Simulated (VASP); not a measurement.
Input of a VASP 6.6.1 run:

INCAR

```
  ALGO = Normal
  EDIFF = 1E-6
  ENCUT = 500
  GGA = RE
  GGA_COMPAT = False
  ISIF = 2
  ISMEAR = 0
  IVDW = 12
  LASPH = True
  LCHARG = False
  LREAL = False
  LWAVE = False
  NBANDS = 16
  NELM = 120
  PREC = Accurate
  SIGMA = 0.01
```

Contents of KPOINTS:

```
k-points
0
Gamma
  6 6 6
```

POSCAR

```
GaP
1.0
    0.0000000000      2.7102097999      2.7102097999
    2.7102097999      0.0000000000      2.7102097999
    2.7102097999      2.7102097999      0.0000000000
Ga P
1 1
Direct
    0.0000000000      0.0000000000      0.0000000000
    0.7500000000      0.7500000000      0.7500000000
```

Potentials or basis: VASP PAW PBE potentials, release 64 (Ga_d, P).

Launch:

```sh
$ cat potpaw_PBE.64/Ga_d/POTCAR potpaw_PBE.64/P/POTCAR > POTCAR
$ mpirun -np 1 vasp_std > vasp.out
```

What does it give for the band gap on the k mesh?

1.69 eV (least direct gap 2.06 eV).

Estimate the pressure.

-0.2 GPa.

Predict the dispersion energy per atom.

-0.622 eV.

Caveat: the PAW data sets were made with another functional, which shifts forces and pressure a little.

**What was measured.**

From “Stacking defects in GaP nanowires: Electronic structure and optical properties”, 2018, arxiv:1810.01194, for a bulk crystal of GaP at 10 K: band gap 2.34 eV (indirect).

Against the measured gap of GaP, 2.34 eV (indirect; 10 K; quoted in “Stacking defects in GaP nanowires: Electronic structure and optical properties”, 2018, arxiv:1810.01194), the calculated 1.69 eV is off by -0.65 eV. Spin-orbit coupling on Ga is left out. The value is that of revPBE+D3(BJ) on a finite k mesh, which can miss the band edges, without temperature or zero-point motion. Semilocal functionals fall short of measured gaps as a rule.
